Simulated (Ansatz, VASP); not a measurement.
One calculation of Zr, two programs

```xyz
1
Lattice="0.0000 2.3100 2.3100 2.3100 0.0000 2.3100 2.3100 2.3100 0.0000" Properties=species:S:1:pos:R:3 pbc="T T T"
Zr    0.0000    0.0000    0.0000
```

Alike in both runs: task single point; functional PBE; k mesh 9 × 9 × 9; occupations gaussian, width 0.1 eV; no spin polarisation.

|  | VASP | Ansatz |
| --- | --- | --- |
| version | VASP 6.6.1 | Ansatz 0.2.0 |
| potentials or method | VASP PAW PBE potentials, release 64 (Zr_sv), cutoff 500 eV | plane waves, PAW |
| valence electrons in the cell | 12 | 12 |

|  | VASP | Ansatz | Ansatz less VASP |
| --- | --- | --- | --- |
| pressure (GPa) | -4.7 | -4.8 | -0.03 |
